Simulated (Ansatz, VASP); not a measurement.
# BN in VASP and in Ansatz

```xyz
8
Lattice="4.4312 0.0000 0.0000 0.0000 4.4312 0.0000 0.0000 0.0000 2.2335" Properties=species:S:1:pos:R:3 pbc="T T T"
B     0.7716    3.6596    1.1167
B     1.4440    1.4440    0.0000
B     2.9872    2.9872    0.0000
B     3.6596    0.7716    1.1167
N     3.5999    3.5999    1.1167
N     1.3843    3.0469    0.0000
N     3.0469    1.3843    0.0000
N     0.8313    0.8313    1.1167
```

Alike in both runs: task single point; functional PBEsol; k mesh 6 × 6 × 10; occupations gaussian, width 0.05 eV; no spin polarisation.

```csv
,VASP,Ansatz
version,VASP 6.6.1,Ansatz 0.2.0
potentials or method,"VASP PAW PBE potentials, release 64 (B, N), cutoff 520 eV","scalar-relativistic, plane waves, PAW"
valence electrons in the cell,32,32
```

```csv
,VASP,Ansatz,Ansatz less VASP
gap on the k mesh at the Fermi level (eV),3.77,3.79,+0.018
least direct gap on the mesh (eV),5.39,5.40,+0.009
rms of the force components (eV/Å),0.966,0.942,-0.0244
```

VASP's potentials were made for PBE, not for PBEsol, and Ansatz warns of the same on its side. Atom by atom the forces differ by 0.025 eV/Å (rms over components).
